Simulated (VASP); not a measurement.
## ZrHCl4: single point with PBE

ZrHCl4:

```
CELL_PARAMETERS angstrom
5.09441 0.00000 0.00000
0.00000 5.09441 0.00000
0.00000 0.00000 8.52648
ATOMIC_POSITIONS crystal
Zr 0.00000 0.00000 0.00000
H 0.50000 0.50000 0.50000
Cl 0.50000 0.00000 0.00000
Cl 0.00000 0.50000 0.00000
Cl 0.00000 0.00000 0.27778
Cl 0.00000 0.00000 0.72222
```

The cell was built from a structure type or drawn by symmetry, and may not be a known phase.

```yaml
Program: VASP 6.6.1
Task: single point
Functional: PBE
Potentials_or_basis: VASP PAW PBE potentials, release 64 (Zr_sv, H, Cl)
Cutoff: 520 eV
k_mesh: 4 × 4 × 4
Occupations: gaussian, width 0.1 eV
Spin: no spin polarisation
```

```
Pressure               : 0.0 GPa
Largest force          : 0.009 eV/Å
Band gap on the k mesh : zero (an odd number of electrons rules out a gap without spin polarisation)
```

Forces on the atoms (eV/Å):
```
Zr   0.000  0.000  0.000
H    0.000  0.000  0.000
Cl   0.000  0.000  0.000
Cl   0.000  0.000  0.000
Cl   0.000  0.000  0.009
Cl   0.000  0.000 -0.009
```

Levels at points of the mesh, in eV from the Fermi level:
| k point | band 17 | band 18 | band 19 | band 20 | band 21 | band 22 | band 23 | band 24 |
| --- | --- | --- | --- | --- | --- | --- | --- | --- |
| (0.00, 0.00, 0.00) | -2.67 | -1.94 | -1.94 | -1.84 | -0.10 | 0.21 | 1.50 | 1.70 |
| (0.50, 0.00, 0.00) | -2.22 | -1.93 | -1.93 | -1.65 | 0.04 | 1.58 | 1.72 | 2.09 |
| (0.50, 0.50, 0.00) | -2.22 | -2.12 | -1.64 | -1.64 | 0.03 | 2.35 | 2.43 | 2.43 |
| (0.00, 0.00, 0.50) | -2.72 | -2.28 | -1.87 | -1.87 | -0.05 | 0.21 | 1.50 | 1.64 |
| (0.50, 0.00, 0.50) | -2.34 | -2.11 | -1.86 | -1.74 | 0.02 | 1.58 | 1.66 | 2.10 |
| (0.50, 0.50, 0.50) | -2.14 | -2.14 | -1.70 | -1.70 | 0.02 | 2.35 | 2.36 | 2.36 |

Run time: 59 s on 1 thread of Intel(R) Xeon(R) 6975P-C (Granite Rapids) (shared host), peak memory 0.36 GiB.

Caveat: an odd number of electrons without spin polarisation forces a metal; a magnetic or distorted state may lie lower.
